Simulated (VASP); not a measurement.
# CaBr (P6_3mc) in VASP: a series of runs, part 2 of 2

VASP 6.6.1. The steps go on from the part before.

## Step 3: Single point, PBEsol

The input, INCAR:

```
ALGO = Fast
EDIFF = 1E-6
ENCUT = 520
GGA = PS
ISIF = 2
ISMEAR = 1
LASPH = T
LCHARG = F
LREAL = F
LWAVE = F
NBANDS = 25
NELM = 80
PREC = Accurate
SIGMA = 0.05
```

The input, KPOINTS:

```
k-points
0
Gamma
  9 9 3
```

The input, POSCAR:

```
CaBr
1.0
    4.0841480343      0.0000000000      0.0000000000
   -2.0420740171      3.5369759505      0.0000000000
    0.0000000000      0.0000000000      9.6721260000
Br Ca
2 2
Direct
    0.6666666667      0.3333333333      0.5344880000
    0.3333333333      0.6666666667      0.0344880000
    0.6666666667      0.3333333333      0.8405120000
    0.3333333333      0.6666666667      0.3405120000
```

Potentials or basis: VASP PAW PBE potentials, release 64 (Br, Ca_sv).

Run with:

```
$ cat potpaw_PBE.64/Br/POTCAR potpaw_PBE.64/Ca_sv/POTCAR > POTCAR
$ mpirun -np 1 vasp_std > vasp.out
```

It took 72 s on 1 thread of Oxide Virtual Turin-like, shared host; peak memory 0.24 GiB.

It converged, with:

- Free energy: -12.8484 eV
- Pressure: -0.7 GPa
- Largest force: 0.109 eV/Å
- Band gap on the k mesh: zero (bands 17 and 18 overlap by 0.94 eV)

Forces in eV/Å, atoms in the order of the input:
```
Br   0.000  0.000  0.109
Br   0.000  0.000  0.109
Ca   0.000  0.000 -0.109
Ca   0.000  0.000 -0.109
```

Stress tensor (GPa, compression positive):
```
-0.91  0.00  0.00
 0.00 -0.91  0.00
 0.00  0.00 -0.37
```

Levels at points of the mesh, in eV from the Fermi level:
| k point | band 13 | band 14 | band 15 | band 16 | band 17 | band 18 | band 19 | band 20 | band 21 | band 22 |
| --- | --- | --- | --- | --- | --- | --- | --- | --- | --- | --- |
| (0.00, 0.00, 0.00) | -4.20 | -4.20 | -4.12 | -4.12 | -1.76 | -0.03 | 1.85 | 1.85 | 1.88 | 2.06 |

Caveat: the PAW data sets were made with another functional, which shifts forces and pressure a little.

## Step 4: Single point, PBEsol

The input, INCAR:

```
  PREC = Accurate
  ENCUT = 520
  EDIFF = 1E-7
  ISMEAR = 1
  SIGMA = 0.05
  LREAL = F
  LASPH = T
  NELM = 80
  ALGO = Fast
  ISIF = 2
  LWAVE = F
  LCHARG = F
  GGA = PS
  NBANDS = 25
```

The input, KPOINTS:

```
Automatic mesh
0
Gamma
  10 10 4
```

POSCAR is that of step 3.

Run with:

```
$ cat potpaw_PBE.64/Br/POTCAR potpaw_PBE.64/Ca_sv/POTCAR > POTCAR
$ mpirun -np 1 vasp_std > vasp.out
```

Wall time 2.8 min (1 thread of Oxide Virtual Turin-like, shared host); peak memory 0.28 GiB.

The run converged. Its results:

- Free energy: -12.8460 eV
- Pressure: -0.8 GPa
- Largest force: 0.105 eV/Å
- Band gap on the k mesh: zero (bands 17 and 18 overlap by 1.38 eV)

Forces in eV/Å, atoms in the order of the input:
```
Br   0.000  0.000  0.105
Br   0.000  0.000  0.105
Ca   0.000  0.000 -0.105
Ca   0.000  0.000 -0.105
```

Stress tensor (GPa, compression positive):
```
-0.92  0.00  0.00
 0.00 -0.92  0.00
 0.00  0.00 -0.53
```

Levels at points of the mesh, in eV from the Fermi level:
| k point | band 15 | band 16 | band 17 | band 18 | band 19 | band 20 |
| --- | --- | --- | --- | --- | --- | --- |
| (0.00, 0.00, 0.00) | -4.12 | -4.12 | -1.76 | -0.03 | 1.86 | 1.86 |
| (0.50, 0.00, 0.00) | -4.57 | -4.46 | 0.06 | 0.15 | 0.96 | 1.02 |
| (0.00, 0.00, 0.50) | -4.16 | -4.16 | -0.89 | -0.89 | 1.79 | 1.79 |
| (0.50, 0.00, 0.50) | -4.52 | -4.52 | 0.08 | 0.08 | 1.01 | 1.01 |

Caveat: the PAW data sets were made with another functional, which shifts forces and pressure a little.

## Step 5: Single point, PBEsol

The input, INCAR:

```
SYSTEM = CaBr
  ALGO = Fast
  EDIFF = 1E-6
  ENCUT = 520
  GGA = PS
  ISIF = 2
  ISMEAR = 1
  LASPH = .True.
  LCHARG = .False.
  LREAL = .False.
  LWAVE = .False.
  NBANDS = 25
  NELM = 60
  PREC = Accurate
  SIGMA = 0.05
```

The input, KPOINTS:

```
k-points
0
Gamma
  12 12 5
  0 0 0
```

POSCAR is that of step 4.

Potentials or basis: VASP PAW PBE potentials, release 64 (Br, Ca_sv).

Run with:

```
$ cat potpaw_PBE.64/Br/POTCAR potpaw_PBE.64/Ca_sv/POTCAR > POTCAR
$ mpirun -np 1 vasp_std > vasp.out
```

OUTCAR:

```text
SYSTEM = CaBr
   EDIFF = 1E-6
   ENCUT = 520
   GGA = PS
   ISIF = 2
   ISMEAR = 1
   LASPH = .True.
   LREAL = .False.
   NELM = 60
   PREC = Accurate

 ion  position               nearest neighbor table
   1  0.667  0.333  0.534-   3 2.96
   2  0.333  0.667  0.034-   4 2.96
   3  0.667  0.333  0.841-   1 2.96
   4  0.333  0.667  0.341-   2 2.96

  LATTYP: Found a hexagonal cell.
 ALAT       =     4.0841480343
 C/A-ratio  =     2.3682114161
[... 870 lines left out ...]

  FORCE on cell =-STRESS in cart. coord.  units (eV):
  Direction    XX          YY          ZZ          XY          YZ          ZX
  --------------------------------------------------------------------------------------
  -------------------------------------------------------------------------------------
  Total       -0.7991808     -0.7991808     -0.4041166     -0.0000000      0.0000000     -0.0000000
  in kB       -9.1643168     -9.1643168     -4.6340605     -0.0000000      0.0000000     -0.0000000
  external PRESSURE =      -7.6542314 kB  Pullay stress =       0.0000000 kB

 VOLUME and BASIS-vectors are now :
 -----------------------------------------------------------------------------
  energy-cutoff  :      520.00
  volume of cell :      139.72
      direct lattice vectors                 reciprocal lattice vectors
     4.084148034  0.000000000  0.000000000     0.244849107  0.141363698  0.000000000
    -2.042074017  3.536975951  0.000000000     0.000000000  0.282727396  0.000000000
     0.000000000  0.000000000  9.672126000     0.000000000  0.000000000  0.103389886

 POSITION                                       TOTAL-FORCE (eV/Angst)
 -----------------------------------------------------------------------------------
      2.04207      1.17899      5.16964         0.000000     -0.000000      0.105243
     -0.00000      2.35798      0.33357        -0.000000      0.000000      0.105243
      2.04207      1.17899      8.12954        -0.000000      0.000000     -0.105243
     -0.00000      2.35798      3.29347         0.000000     -0.000000     -0.105243
 -----------------------------------------------------------------------------------
    total drift:                               -0.000000      0.000000      0.000176

  FREE ENERGIE OF THE ION-ELECTRON SYSTEM (eV)
  ---------------------------------------------------
  free  energy   TOTEN  =       -12.8483235240 eV

  energy  without entropy=      -12.8486461396  energy(sigma->0) =      -12.84843106
```

Wall time 2.9 min (1 thread of Oxide Virtual Turin-like, shared host); peak memory 0.32 GiB.

Results:

| Property | Result |
| --- | --- |
| Free energy | -12.8483 eV |
| Pressure | -0.8 GPa |
| Largest force | 0.105 eV/Å |
| Band gap on the k mesh | zero (bands 17 and 18 overlap by 1.13 eV) |

Forces on the atoms (eV/Å):
```
Br   0.000  0.000  0.105
Br   0.000  0.000  0.105
Ca   0.000  0.000 -0.105
Ca   0.000  0.000 -0.105
```

Stress tensor (GPa, compression positive):
```
-0.92  0.00  0.00
 0.00 -0.92  0.00
 0.00  0.00 -0.46
```

Caveat: the PAW data sets were made with another functional, which shifts forces and pressure a little.

## Step 6: Single point, PBE, non-collinear spin, zero start, spin-orbit coupling

The input, INCAR:

```
ALGO = Normal
EDIFF = 1E-6
ENCUT = 520
GGA = PE
GGA_COMPAT = F
ISIF = 2
ISMEAR = 1
LASPH = T
LCHARG = T
LORBIT = 11
LORBMOM = T
LREAL = F
LSORBIT = T
LVHAR = T
LWAVE = F
MAGMOM = 0 0 0 0 0 0 0 0 0 0 0 0
NBANDS = 48
NELM = 150
PREC = Accurate
SIGMA = 0.05
```

The input, KPOINTS:

```
k-points
0
Gamma
  6 6 3
```

POSCAR is that of step 5.

Potentials or basis: VASP PAW PBE potentials, release 64 (Br, Ca_sv).

Run with:

```
$ cat potpaw_PBE.64/Br/POTCAR potpaw_PBE.64/Ca_sv/POTCAR > POTCAR
$ mpirun -np 1 vasp_ncl > vasp.out
```

Run time: 3.8 min. Hardware: 1 thread of Oxide Virtual Turin-like, shared host; peak memory 0.57 GiB.

It converged, with:

| Item | Value |
| --- | --- |
| Free energy | -12.0663 eV |
| Pressure | 0.7 GPa |
| Largest force | 0.171 eV/Å |
| Net moment | 0.00 μB per cell |
| Valence electrons inside the program's atomic spheres | Br 4.90; Ca 8.10 |

Forces in eV/Å, atoms in the order of the input:
```
Br   0.000  0.000  0.171
Br   0.000  0.000  0.171
Ca   0.000  0.000 -0.171
Ca   0.000  0.000 -0.171
```

Stress tensor (GPa, compression positive):
```
0.34 0.00 0.00
0.00 0.34 0.00
0.00 0.00 1.49
```

Moments on the atoms (μB; x, y, z):
```
Br  0.00 0.00 0.00
Br  0.00 0.00 0.00
Ca  0.00 0.00 0.00
Ca  0.00 0.00 0.00
```

## Step 7: Overview

| level | spin | k mesh | gap on the mesh (eV) | pressure (GPa) | largest force (eV/Å) |
| --- | --- | --- | --- | --- | --- |
| PBEsol | off | 7 × 7 × 3 | none | -0.8 | 0.10 |
| PBEsol | off | 9 × 9 × 3 | none | -0.7 | 0.11 |
| PBEsol | off | 10 × 10 × 4 | none | -0.8 | 0.10 |
| PBEsol | off | 12 × 12 × 5 | none | -0.8 | 0.11 |
| PBE | non-collinear, zero start, SOC | 6 × 6 × 3 | - | 0.7 | 0.17 |

Alike in all rows: task single point; potentials or basis VASP PAW PBE potentials, release 64 (Br, Ca_sv); cell as given; cutoff (eV) 520; smearing methfessel-paxton 0.05 eV.

The pressure there spans -0.8 GPa (PBEsol) to 0.7 GPa (PBE); a positive pressure means that this level wants a larger cell, a negative one a smaller.

Caveats: the PAW data sets were made with another functional, which shifts forces and pressure a little (at least some runs).

Absolute energies hang on the potentials; compare differences alone.
